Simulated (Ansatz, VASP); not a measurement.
## Two plane-wave programs on LaLu2N3

```
CELL_PARAMETERS angstrom
5.92986 0.00000 0.00000
-2.96493 5.13541 0.00000
0.00000 0.00000 3.08548
ATOMIC_POSITIONS crystal
La 0.00000 0.00000 0.50000
Lu 0.33333 0.66667 0.50000
Lu 0.66667 0.33333 0.50000
N 0.50000 0.00000 0.00000
N 0.00000 0.50000 0.00000
N 0.50000 0.50000 0.00000
```

Alike in both runs: functional PBE; k mesh 6 × 6 × 4; occupations gaussian, width 0.1 eV; no spin polarisation.

Ansatz relaxed the structure, and its values are those at the end. VASP's run is a single point on that final structure, the one shown.

|  | VASP | Ansatz |
| --- | --- | --- |
| version | VASP 6.6.1 | Ansatz 0.2.0 |
| potentials or method | VASP PAW PBE potentials, release 64 (La, Lu, N), cutoff 520 eV | scalar-relativistic, plane waves, PAW |
| valence electrons in the cell | 76 | 76 |

Ansatz gave:

```
gap on the k mesh at the Fermi level (eV) : none
pressure (GPa)                            : 0.0
```

**Question.** What did VASP give for the same quantities?

**Answer.** gap on the k mesh at the Fermi level (eV): none; pressure (GPa): 0.7.

A gap of «none» marks a metal or a gap that the smearing closes.

The k mesh is coarse, so the values compare programs but aren't converged. Spin-orbit coupling is off throughout.
